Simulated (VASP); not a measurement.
# TaN (I4/mmm) in VASP: a series of runs

Runs on TaN. Level: PBEsol. Tasks: single point.

Program: VASP 6.6.1. These are calculated values, not measurements. Logs are shortened: lines on timing, memory, paths and dates and some standing lists are left out, and cuts for length are marked.

### 1 The cell of the first run

The structure is tetragonal, space group I4/mmm (No. 139). The conventional cell has a = 3.005 Å, b = 3.005 Å, c = 4.467 Å, α = 90.00°, β = 90.00°, γ = 90.00°. Ta (site symmetry 4/mmm) has 6 N at 2.12 to 2.23 Å within 2.8 Å. N (site symmetry 4/mmm) has 6 Ta at 2.12 to 2.23 Å within 2.8 Å.

### 2 Single point, PBEsol (strain -0.025 along x and y, +0.025 along z)

File INCAR:

```
PREC     = Accurate       # precision mode
ENCUT    = 520            # plane-wave cutoff, eV
EDIFF    = 1E-6           # SCF threshold, eV
ISMEAR   = 0              # smearing method
SIGMA    = 0.15           # smearing width, eV
LREAL    = False          # projectors in reciprocal space
LASPH    = True           # aspherical terms in the spheres
NELM     = 100            # most SCF steps
ALGO     = Normal         # electronic algorithm
ISIF     = 2              # what is computed and relaxed
LWAVE    = False          # write WAVECAR
LCHARG   = True           # write CHGCAR
GGA      = PS             # functional
LELF     = True           # ELF
LVHAR    = True         
NBANDS   = 15             # bands
```

File KPOINTS:

```
regular mesh
0
Gamma
  18 18 18
```

File POSCAR:

```
TaN
1.0
    0.0000000000      2.1245250000      2.2334750000
    2.1245250000      0.0000000000      2.2334750000
    2.1245250000      2.1245250000      0.0000000000
Ta N
1 1
Direct
    0.5000000000      0.5000000000      0.5000000000
    0.0000000000      0.0000000000      0.0000000000
```

Potentials or basis: VASP PAW PBE potentials, release 64 (Ta_pv, N).

The run is started by

```
> cat potpaw_PBE.64/Ta_pv/POTCAR potpaw_PBE.64/N/POTCAR > POTCAR
> mpirun -np 1 vasp_std > vasp.out
```

OUTCAR:

```text
PREC = Accurate
   ENCUT = 520
   EDIFF = 1E-6
   ISMEAR = 0
   LREAL = False
   LASPH = True
   NELM = 100
   ISIF = 2
   GGA = PS

 ion  position               nearest neighbor table
   1  0.500  0.500  0.500-   2 2.12   2 2.12   2 2.12   2 2.12   2 2.23   2 2.23
   2  0.000  0.000  0.000-   1 2.12   1 2.12   1 2.12   1 2.12   1 2.23   1 2.23

  LATTYP: Found a body centered tetragonal cell.
 ALAT       =     3.0045320686
 C/A-ratio  =     1.4867373348

  Lattice vectors:

 A1 = (  -2.1245250000,   0.0000000000,   2.2334750000)
 A2 = (   2.1245250000,   0.0000000000,   2.2334750000)
 A3 = (   0.0000000000,   2.1245250000,  -2.2334750000)

Analysis of symmetry for initial positions (statically):
=====================================================================
 Subroutine PRICEL returns:
 Original cell was already a primitive cell.

 Routine SETGRP: Setting up the symmetry group for a
 body centered tetragonal supercell.

 Subroutine GETGRP returns: Found 16 space group operations
 (whereof 16 operations were pure point group operations)
 out of a pool of 16 trial point group operations.

The static configuration has the point symmetry D_4h.

Analysis of symmetry for dynamics (positions and initial velocities):
=====================================================================
 Subroutine PRICEL returns:
 Original cell was already a primitive cell.

 Routine SETGRP: Setting up the symmetry group for a
 body centered tetragonal supercell.

 Subroutine GETGRP returns: Found 16 space group operations
 (whereof 16 operations were pure point group operations)
 out of a pool of 16 trial point group operations.

The dynamic configuration has the point symmetry D_4h.

 Subroutine INISYM returns: Found 16 space group operations
 (whereof 16 operations are pure point group operations),
 and found     1 'primitive' translations

----------------------------------------------------------------------------------------

                                     Primitive cell

  volume of cell :      20.1621

  direct lattice vectors                    reciprocal lattice vectors
     0.000000000  2.124525000  2.233475000    -0.235346725  0.235346725  0.223866397
     2.124525000  0.000000000  2.233475000     0.235346725 -0.235346725  0.223866397
     2.124525000  2.124525000  0.000000000     0.235346725  0.235346725 -0.223866397

  length of vectors
     3.082534193  3.082534193  3.004532069     0.401113855  0.401113855  0.401113855

  position of ions in fractional coordinates (direct lattice)
     0.500000000  0.500000000  0.500000000
     0.000000000  0.000000000  0.000000000

  ion indices of the primitive-cell ions
   primitive index   ion index
                 1           1
                 2           2

----------------------------------------------------------------------------------------

 KPOINTS: regular mesh

Automatic generation of k-mesh.
 Grid dimensions read from file:
 generate k-points for:   18   18   18

 Generating k-lattice:

  Cartesian coordinates                     Fractional coordinates (reciprocal lattice)
    -0.013074818  0.013074818  0.012437022     0.055555556  0.000000000  0.000000000
     0.013074818 -0.013074818  0.012437022     0.000000000  0.055555556  0.000000000
     0.013074818  0.013074818 -0.012437022    -0.000000000 -0.000000000  0.055555556

  Length of vectors
     0.022284103  0.022284103  0.022284103

  Shift w.r.t. Gamma in fractional coordinates (k-lattice)
     0.000000000  0.000000000  0.000000000

 Subroutine IBZKPT returns following result:
 ===========================================

 Found    480 irreducible k-points:

 Following reciprocal coordinates:
            Coordinates               Weight
  0.000000  0.000000  0.000000      1.000000
  0.055556  0.000000  0.000000      8.000000
  0.111111  0.000000  0.000000      8.000000
  0.166667  0.000000  0.000000      8.000000
  0.222222  0.000000  0.000000      8.000000
  0.277778  0.000000  0.000000      8.000000
[... 16 lines left out ...]
 -0.277778  0.055556  0.000000      8.000000
 -0.222222  0.055556  0.000000      8.000000
 [... further k-points ...]
   k-points           NKPTS =    480   k-points in BZ     NKDIM =    480   number of bands    NBANDS=     15
   number of dos      NEDOS =    301   number of ions     NIONS =      2
   total plane-waves  NPLWV =  13824
   dimension x,y,z NGX =    24 NGY =   24 NGZ =   24
   dimension x,y,z NGXF=    48 NGYF=   48 NGZF=   48
   ions per type =               1   1
   NGX,Y,Z   is equivalent  to a cutoff of  12.94, 12.94, 13.28 a.u.
   NGXF,Y,Z  is equivalent  to a cutoff of  25.89, 25.89, 26.56 a.u.
 SYSTEM =  unknown system
   PREC   = accura    normal or accurate (medium, high low for compatibility)
   ISTART =      0    job   : 0-new  1-cont  2-samecut
   ICHARG =      2    charge: 1-file 2-atom 10-const
   ISPIN  =      1    spin polarized calculation?
   LNONCOLLINEAR =      F non collinear calculations
   LSORBIT =      F    spin-orbit coupling
   LASPH  =      T    aspherical Exc in radial PAW
   ENCUT  =  520.0 eV  38.22 Ry    6.18 a.u.   5.73  5.73  5.59*2*pi/ulx,y,z
   NELM   =    100;   NELMIN=  2; NELMDL= -5     # of ELM steps
   EDIFF  = 0.1E-05   stopping-criterion for ELM
   LREAL  =      F    real-space projection
   EDIFFG = 0.1E-04   stopping-criterion for IOM
   NSW    =      0    number of steps for IOM
   IBRION =     -1    ionic relax: 0-MD 1-quasi-New 2-CG
   NFREE  =      0    steps in history (QN), initial steepest desc. (CG)
   ISIF   =      2    stress and relaxation
   ISYM   =      2    0-nonsym 1-usesym 2-fastsym
   POTIM  = 0.5000    time-step for ionic-motion
   TEBEG  =    0.0;   TEEND  =   0.0 temperature during run
   PSTRESS=    0.0 pullay stress
   NELECT =      16.0000    total number of electrons
   NUPDOWN=      -1.0000    fix difference up-down
   EMIN   =  10.00;   EMAX   =-10.00  energy-range for DOS
   EFERMI =   0.00;   METHOD = LEGACY
   ISMEAR =     0;   SIGMA  =   0.15  broadening in eV -4-tet -1-fermi 0-gaus
   EFERMI_NEDOS =   21; number of points for ismear=-14 and -15
   IALGO  =     38    algorithm
   IMIX   =      4    mixing-type and parameters
     AMIX     =   0.40;   BMIX     =  1.00
     AMIX_MAG =   1.60;   BMIX_MAG =  1.00
  volume/ion in A,a.u.               =      10.08        68.03
  Fermi-wavevector in a.u.,A,eV,Ry     =   1.515665  2.864192 31.255854  2.297240
  Thomas-Fermi vector in A             =   2.625158
   LORBIT       =      0    0 simple, 1 ext, 2 COOP (PROOUT), +10 PAW based schemes
   GGA     = PS    functional components
   LHFCALC =     F    Hartree Fock is set to
   AEXX    =    0.0000 exact exchange contribution
   IVDW    =     0    specifies the selected vdW correction
   LEPSILON=     F    determine dielectric tensor
   LRPA    =     F    only Hartree local field effects (RPA)
 non-spin polarized calculation
 Gauss-broadening in eV      SIGMA  =   0.15
  energy-cutoff  :      520.00
  volume of cell :       20.16
 maximum number of plane-waves:       553
   NGX = 11   NGY = 11   NGZ = 11

 number of electron      15.9999998 magnetization

 Free energy of the ion-electron system (eV)
  ---------------------------------------------------
  ext. energy  EPLUGINS =         0.00000000
  ---------------------------------------------------
  free energy    TOTEN  =       -23.10166727 eV

  energy without entropy =      -23.09274947  energy(sigma->0) =      -23.09720837

 E-fermi :   9.9825     XC(G=0): -13.8796

 val. band max:        9.9816129218   @ k =  -0.2222   0.1667   0.0000
 cond. band min:       9.9859380714   @ k =   0.1667   0.1667   0.0000
 fundamental gap:      0.0043251496
 Fermi energy:         9.9825048531

 k-point     1 :       0.0000    0.0000    0.0000
  band No.  band energies     occupation
      1     -25.6131      2.00000
      2     -25.5911      2.00000
      3     -25.5911      2.00000
      4      -9.2751      2.00000
      5       5.8725      2.00000
      6       6.1245      2.00000
      7       6.1245      2.00000
      8       7.2830      2.00000
      9       7.9448      2.00000
     10       7.9448      2.00000
     11       9.3058      2.00000
     12      10.4029      0.00007
     13      12.4157      0.00000
     14      19.4137      0.00000
     15      22.5016      0.00000

 k-point     2 :       0.0556    0.0000    0.0000
  band No.  band energies     occupation
      1     -25.6361      2.00000
      2     -25.6076      2.00000
      3     -25.5929      2.00000
      4      -9.1894      2.00000
      5       5.5022      2.00000
      6       5.7207      2.00000
      7       5.8271      2.00000
      8       7.5131      2.00000
      9       8.0621      2.00000
     10       8.1028      2.00000
     11       9.6444      1.99856
     12      10.7587      0.00000
     13      12.6455      0.00000
     14      19.6666      0.00000
     15      22.5014      0.00000

 k-point     3 :       0.1111    0.0000    0.0000
  band No.  band energies     occupation
      1     -25.7333      2.00000
      2     -25.6226      2.00000
      3     -25.5980      2.00000
      4      -8.9407      2.00000
      5       4.6365      2.00000
      6       5.0038      2.00000
      7       5.1704      2.00000
      8       7.9274      2.00000
      9       8.3515      2.00000
     10       8.3780      2.00000
     11      10.4804      0.00000
     12      11.6454      0.00000
     13      13.2572      0.00000
     14      20.3809      0.00000
     15      22.5009      0.00000
[... 343 lines left out ...]
 k-point    23 :      -0.2778    0.0556    0.0000
  band No.  band energies     occupation
      1     -26.3173      2.00000
      2     -25.7269      2.00000
      3     -25.6150      2.00000
      4      -7.2067      2.00000
      5       1.1280      2.00000
      6       2.7451      2.00000
      7       2.9670      2.00000
      8       9.5423      1.99997
      9       9.9241      1.41806
     10      10.8827      0.00000
     11      13.1791      0.00000
     12      16.2650      0.00000
     13      16.4925      0.00000
     14      22.4609      0.00000
     15      22.9864      0.00000

 k-point    24 :      -0.2222    0.0556    0.0000
  band No.  band energies     occupation
      1     -26.1438      2.00000
      2     -25.7025      2.00000
      3     -25.6040      2.00000
      4      -7.7688      2.00000
      5       2.0713      2.00000
      6       3.2517      2.00000
      7       3.5128      2.00000
      8       9.0776      2.00000
      9       9.2847      2.00000
     10      10.0612      0.45790
     11      12.0858      0.00000
     12      15.2549      0.00000
     13      15.6927      0.00000
     14      22.4854      0.00000
     15      22.8548      0.00000

 [... further k-points ...]
[... 5 lines left out ...]
  --------------------------------------------------------------------------------------
  -------------------------------------------------------------------------------------
  Total        3.7098327      3.7098327     -0.4531119      0.0000000      0.0000000      0.0000000
  in kB      294.8017980    294.8017980    -36.0065259      0.0000000      0.0000000      0.0000000
  external PRESSURE =     184.5323567 kB  Pullay stress =       0.0000000 kB

 VOLUME and BASIS-vectors are now :
 -----------------------------------------------------------------------------
  energy-cutoff  :      520.00
  volume of cell :       20.16
      direct lattice vectors                 reciprocal lattice vectors
     0.000000000  2.124525000  2.233475000    -0.235346725  0.235346725  0.223866397
     2.124525000  0.000000000  2.233475000     0.235346725 -0.235346725  0.223866397
     2.124525000  2.124525000  0.000000000     0.235346725  0.235346725 -0.223866397

 POSITION                                       TOTAL-FORCE (eV/Angst)
 -----------------------------------------------------------------------------------
      2.12453      2.12453      2.23347        -0.000000      0.000000      0.000000
      0.00000      0.00000      0.00000         0.000000     -0.000000      0.000000
 -----------------------------------------------------------------------------------
    total drift:                                0.000000     -0.000000     -0.000000

  FREE ENERGIE OF THE ION-ELECTRON SYSTEM (eV)
  ---------------------------------------------------
  free  energy   TOTEN  =       -23.1016672719 eV

  energy  without entropy=      -23.0927494679  energy(sigma->0) =      -23.09720837
```

Wall time 40 s (1 thread of Intel Xeon 6975P-C (Granite Rapids), shared host); peak memory 0.26 GiB.

What came out:

```
Free energy            : -23.1017 eV
Pressure               : 18.5 GPa
Band gap on the k mesh : zero (band 8 reaches 11.91 eV, above the bottom of band 9 at 7.81 eV)
```

Caveat: the cell differs from its parent crystal (strain -0.025 along x and y, +0.025 along z); the PAW data sets were made with another functional, which shifts forces and pressure a little; spin-orbit coupling is left out, which moves the levels of the heavy elements.

### 3 Single point, PBEsol (strain -0.025 along x and y, +0.050 along z)

File INCAR:

```
SYSTEM = TaN
PREC = Accurate
ENCUT = 520
EDIFF = 1E-6
ISMEAR = 0
SIGMA = 0.15
LREAL = .False.
LASPH = .True.
NELM = 80
ALGO = Normal
ISIF = 2
LWAVE = .False.
LCHARG = .True.
GGA = PS
LELF = .True.
LVHAR = .True.
NBANDS = 15
```

File KPOINTS:

```
Automatic mesh
0
Gamma
  18 18 18
  0 0 0
```

File POSCAR:

```
TaN
1.0
    0.0000000000      2.1245250000      2.2879500000
    2.1245250000      0.0000000000      2.2879500000
    2.1245250000      2.1245250000      0.0000000000
Ta N
1 1
Direct
    0.5000000000      0.5000000000      0.5000000000
    0.0000000000      0.0000000000      0.0000000000
```

Potentials or basis: VASP PAW PBE potentials, release 64 (Ta_pv, N).

The run is started by

```
> cat potpaw_PBE.64/Ta_pv/POTCAR potpaw_PBE.64/N/POTCAR > POTCAR
> mpirun -np 1 vasp_std > vasp.out
```

Wall time 38 s (1 thread of Intel Xeon 6975P-C (Granite Rapids), shared host); peak memory 0.26 GiB.

It converged, with:

```yaml
Free_energy: -23.0732 eV
Pressure: 11.3 GPa
Band_gap_on_the_k_mesh: zero (band 8 reaches 11.57 eV, above the bottom of band 9 at 7.67 eV)
```

Stress tensor (GPa, compression positive):
```
 23.99   0.00   0.00
  0.00  23.99   0.00
  0.00   0.00 -14.13
```

Levels at points of the mesh, in eV from the Fermi level:
| k point | band 6 | band 7 | band 8 | band 9 | band 10 | band 11 |
| --- | --- | --- | --- | --- | --- | --- |
| (0.00, 0.00, 0.00) | -3.73 | -3.73 | -2.78 | -1.81 | -1.81 | -1.08 |
| (0.50, 0.00, 0.00) | -7.85 | -7.80 | 1.86 | 2.13 | 2.48 | 3.87 |
| (0.50, 0.50, 0.00) | -5.59 | -4.40 | -4.40 | 2.22 | 3.73 | 3.73 |
| (0.50, 0.00, 0.50) | -5.66 | -4.89 | -4.60 | 1.95 | 3.18 | 4.32 |

Caveat: the cell differs from its parent crystal (strain -0.025 along x and y, +0.050 along z); the PAW data sets were made with another functional, which shifts forces and pressure a little; spin-orbit coupling is left out, which moves the levels of the heavy elements.

### 4 Single point, PBEsol (strain +0.000 along x and y, +0.025 along z)

File INCAR:

```
ALGO = Normal ; EDIFF = 1E-6
ENCUT = 520 ; GGA = PS
ISIF = 2 ; ISMEAR = 0
LASPH = T ; LCHARG = F
LREAL = F ; LWAVE = F
NBANDS = 15 ; NELM = 60
PREC = Accurate ; SIGMA = 0.15
```

File KPOINTS:

```
k-points
0
Gamma
  18 18 18
```

File POSCAR:

```
TaN
1.0
    0.0000000000      2.1790000000      2.2334750000
    2.1790000000      0.0000000000      2.2334750000
    2.1790000000      2.1790000000      0.0000000000
Ta N
1 1
Direct
    0.5000000000      0.5000000000      0.5000000000
    0.0000000000      0.0000000000      0.0000000000
```

The run is started by

```
> cat potpaw_PBE.64/Ta_pv/POTCAR potpaw_PBE.64/N/POTCAR > POTCAR
> mpirun -np 1 vasp_std > vasp.out
```

Wall time 38 s (1 thread of Intel Xeon 6975P-C (Granite Rapids), shared host); peak memory 0.27 GiB.

Results (log left out):

```
Free energy            : -23.1998 eV
Pressure               : -2.9 GPa
Band gap on the k mesh : zero (band 8 reaches 11.24 eV, above the bottom of band 9 at 7.38 eV)
```

Stress tensor (GPa, compression positive):
```
  1.76   0.00   0.00
  0.00   1.76   0.00
  0.00   0.00 -12.25
```

Levels at points of the mesh, in eV from the Fermi level:
```csv
k point,band 5,band 6,band 7,band 8,band 9,band 10,band 11,band 12
"(0.00, 0.00, 0.00)",-3.88,-3.77,-3.77,-2.34,-2.04,-2.04,-0.27,0.19
"(0.50, 0.00, 0.00)",-10.43,-7.62,-7.61,1.83,1.95,2.08,3.80,7.23
"(0.50, 0.50, 0.00)",-6.81,-5.50,-4.55,-4.55,2.08,3.56,3.56,4.53
"(0.50, 0.00, 0.50)",-6.56,-5.53,-4.71,-4.62,2.06,3.40,3.74,4.65
```

Caveat: the cell differs from its parent crystal (strain +0.000 along x and y, +0.025 along z); the PAW data sets were made with another functional, which shifts forces and pressure a little; spin-orbit coupling is left out, which moves the levels of the heavy elements.

### 5 Single point, PBEsol (strain +0.000 along x and y, +0.050 along z)

File INCAR:

```
SYSTEM = TaN
ALGO = Normal ; EDIFF = 1E-6
ENCUT = 520 ; GGA = PS
ISIF = 2 ; ISMEAR = 0
LASPH = .True. ; LCHARG = .False.
LREAL = .False. ; LWAVE = .False.
NBANDS = 15 ; NELM = 100
PREC = Accurate ; SIGMA = 0.15
```

File KPOINTS:

```
k-points
0
Gamma
  18 18 18
  0 0 0
```

File POSCAR:

```
TaN
1.0
    0.0000000000      2.1790000000      2.2879500000
    2.1790000000      0.0000000000      2.2879500000
    2.1790000000      2.1790000000      0.0000000000
Ta N
1 1
Direct
    0.5000000000      0.5000000000      0.5000000000
    0.0000000000      0.0000000000      0.0000000000
```

The run is started by

```
> cat potpaw_PBE.64/Ta_pv/POTCAR potpaw_PBE.64/N/POTCAR > POTCAR
> mpirun -np 1 vasp_std > vasp.out
```

It took 53 s on 1 thread of AMD EPYC 9R45 (Zen 5), shared host; peak memory 0.24 GiB.

Results (log left out):

| Property | Result |
| --- | --- |
| Free energy | -23.1417 eV |
| Pressure | -9.3 GPa |
| Band gap on the k mesh | zero (band 8 reaches 10.84 eV, above the bottom of band 9 at 7.15 eV) |

Stress tensor (GPa, compression positive):
```
 -2.39   0.00   0.00
  0.00  -2.39   0.00
  0.00   0.00 -23.01
```

Levels at points of the mesh, in eV from the Fermi level:
```tsv
k point	band 6	band 7	band 8	band 9	band 10	band 11
(0.00, 0.00, 0.00)	-3.66	-3.66	-2.44	-1.84	-1.84	-0.66
(0.50, 0.00, 0.00)	-7.46	-7.43	1.72	1.91	2.14	3.72
(0.50, 0.50, 0.00)	-5.29	-4.40	-4.40	2.02	3.43	3.43
(0.50, 0.00, 0.50)	-5.35	-4.69	-4.55	1.90	3.11	3.79
```

Caveat: the cell differs from its parent crystal (strain +0.000 along x and y, +0.050 along z); the PAW data sets were made with another functional, which shifts forces and pressure a little; spin-orbit coupling is left out, which moves the levels of the heavy elements.

### 6 Summary

```tsv
cell	gap on the mesh (eV)	pressure (GPa)
a = 3.083, b = 3.083, c = 3.005 Å, angles 60.8, 60.8, 58.3°, 2 atoms	none	18.5
a = 3.122, b = 3.122, c = 3.005 Å, angles 61.2, 61.2, 57.5°, 2 atoms	none	11.3
a = 3.120, b = 3.120, c = 3.082 Å, angles 60.4, 60.4, 59.2°, 2 atoms	none	-2.9
a = 3.160, b = 3.160, c = 3.082 Å, angles 60.8, 60.8, 58.4°, 2 atoms	none	-9.3
```

Alike in all rows: task single point; level PBEsol; potentials or basis VASP PAW PBE potentials, release 64 (Ta_pv, N); no spin polarisation; k mesh 18 × 18 × 18; cutoff (eV) 520; smearing gaussian 0.15 eV.

Caveats: the PAW data sets were made with another functional, which shifts forces and pressure a little; spin-orbit coupling is left out, which moves the levels of the heavy elements.

Total energies depend on the potentials used, so only differences within one code and one set of settings carry meaning.
